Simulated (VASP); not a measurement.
Crystal: BN.

```xyz
2
Lattice="1.2511 0.7223 3.3729 -1.2511 0.7223 3.3729 0.0000 -1.4447 3.3729" Properties=species:S:1:pos:R:3 pbc="T T T"
B     0.0000    0.0000   10.1155
N     0.0000    0.0000    3.3672
```

Base run:

| Property | Result |
| --- | --- |
| Program | VASP 6.6.1 |
| Functional | BLYP |
| Potentials or basis | VASP PAW PBE potentials, release 64 (B, N) |
| Cutoff | 520 eV |
| k mesh | 10 × 10 × 10 |
| Occupations | fermi-dirac, width 0.1 eV |
| Spin | no spin polarisation |

Its results: band gap on the k mesh 4.32 eV, indirect (least direct gap 4.94 eV); pressure 5.5 GPa.

Q: The run is repeated on the same cell with these changes: functional from BLYP to PBEsol. What comes out?

A: Band gap on the k mesh 4.14 eV, indirect (least direct gap 4.83 eV); pressure 1.0 GPa.

PBEsol binds more tightly than BLYP, so the same cell stands under less pressure.

Caveats: the PAW data sets were made with another functional, which shifts forces and pressure a little.

A k mesh can miss the band edges.
